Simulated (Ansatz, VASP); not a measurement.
Co in VASP and in Ansatz

The input INCAR:

```
SYSTEM = Co
PREC = Accurate ; ENCUT = 600
EDIFF = 1E-6 ; ISMEAR = 0
SIGMA = 0.1 ; LREAL = .FALSE.
LASPH = .TRUE. ; NELM = 150
ALGO = Normal ; ISIF = 3
LWAVE = .FALSE. ; LCHARG = .FALSE.
ISPIN = 2 ; MAGMOM = -2.12 -2.12 -2.12
LORBIT = 11 ; LMAXMIX = 4
GGA = PE ; IBRION = 2
NSW = 100 ; EDIFFG = -0.01
```

File KPOINTS:

```
regular mesh
0
G
  14 14 14
  0 0 0
```

POSCAR

```
Co
1.0
    3.4107162247      0.0000000000      0.0000000000
    0.0000000000      3.4107162247      0.0000000000
    0.0000000000      0.0000000000      3.4107162247
Co
3
Direct
    0.5000000000      0.0000000000      0.0000000000
    0.0000000000      0.5000000000      0.0000000000
    0.0000000000      0.0000000000      0.5000000000
```

Input for Ansatz:

```yaml
crystal:
  lattice:
    - [3.4107162247, 0.0, 0.0]
    - [0.0, 3.4107162247, 0.0]
    - [0.0, 0.0, 3.4107162247]
  atoms:
    - { symbol: Co, position: [0.5, 0.0, 0.0], spin: -2.12 }
    - { symbol: Co, position: [0.0, 0.5, 0.0], spin: -2.12 }
    - { symbol: Co, position: [0.0, 0.0, 0.5], spin: -2.12 }
basis:
  ecutwfc: 420
kpoints:
  mp_grid: { grid: [14, 14, 14] }
hamiltonian:
  xc: pbe
scf:
  occupations: { method: gaussian, width: 0.1 }
output:
  forces: true
  stress: true
  eigenvalues: true
  populations: true
magnetization:
  spin_polarized: true
relax:
  adjacent_minimum: "off"
  f_tol: 0.01
  max_steps: 80
  cell: { stress_tol: 0.05 }
```

Alike in both runs: task relaxation of cell and atoms; functional PBE; k mesh 14 × 14 × 14; occupations gaussian, width 0.1 eV; collinear spin.

|  | VASP | Ansatz |
| --- | --- | --- |
| version | VASP 6.6.1 | Ansatz 0.2.0 |
| potentials or method | VASP PAW PBE potentials, release 64 (Co), cutoff 600 eV | scalar-relativistic, plane waves, PAW |
| valence electrons in the cell | 27 | 51 |

```csv
,VASP,Ansatz,Ansatz less VASP
"gap on the k mesh at the Fermi level, each at its own relaxed structure (eV)",none,none,-
net moment per atom (μB),1.85,1.86,+0.011
size of the moment on the site where the two differ most (μB),1.87,1.91,+0.044
relaxed volume (Å³/atom),13.16,13.23,+0.062
relaxed cell length with the largest relative difference (Å),3.405,3.411,+0.0053
```

Site moments also hang on the region over which each program counts them. A gap of «none» marks a metal or a gap that the smearing closes. VASP's potentials hold 27 valence electrons a cell and Ansatz's 51, so a difference there can come from the potentials and not from the codes.
